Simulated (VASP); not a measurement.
Write the native input for VASP 6.6.1 that does the following.

| Property | Result |
| --- | --- |
| Task | single point |
| Functional | LDA |
| Potentials or basis | VASP PAW LDA potentials, release 64 (Al, Ga_d, N) |
| Cutoff | 520 eV |
| k mesh | 8 × 8 × 6 |
| Occupations | gaussian, width 0.02 eV |
| Spin | no spin polarisation |
| Dipole correction | no |
| Further INCAR settings | ALGO = Normal; EDIFF = 1e-07; NBANDS = 21 |

The structure of AlGaN2 lies in POSCAR:

```
AlGaN2
1.0
    3.1152864669      0.0000000000      0.0000000000
    0.0000000000      3.1152864669      0.0000000000
    0.0000000000      0.0000000000      4.2089569927
Al Ga N
1 1 2
Direct
    0.5000000000      0.5000000000      0.5000000000
    0.0000000000      0.0000000000      0.0000000000
    0.5000000000      0.0000000000      0.7392191729
    0.0000000000      0.5000000000      0.2607808271
```

The input as run:

INCAR

```
SYSTEM = AlGaN2
PREC = Accurate ; ENCUT = 520
EDIFF = 1E-7 ; ISMEAR = 0
SIGMA = 0.02 ; LREAL = .False.
LASPH = .True. ; NELM = 60
ALGO = Normal ; ISIF = 2
LWAVE = .False. ; LCHARG = .True.
LELF = .True. ; LVHAR = .True.
NBANDS = 21
```

KPOINTS

```
Automatic mesh
0
Gamma
  8 8 6
  0 0 0
```

Potentials or basis: VASP PAW LDA potentials, release 64 (Al, Ga_d, N).

Run with:

```bash
$ cat potpaw_LDA.64/Al/POTCAR potpaw_LDA.64/Ga_d/POTCAR potpaw_LDA.64/N/POTCAR > POTCAR
$ mpirun -np 1 vasp_std > vasp.out
```

It gave:

* Pressure: 10.0 GPa
* Largest force: 0.029 eV/Å
* Band gap on the k mesh: 3.40 eV, indirect (least direct gap 3.42 eV)

It took 75 s on 1 thread of AMD EPYC 7R13 (shared host), peak memory 0.14 GiB.
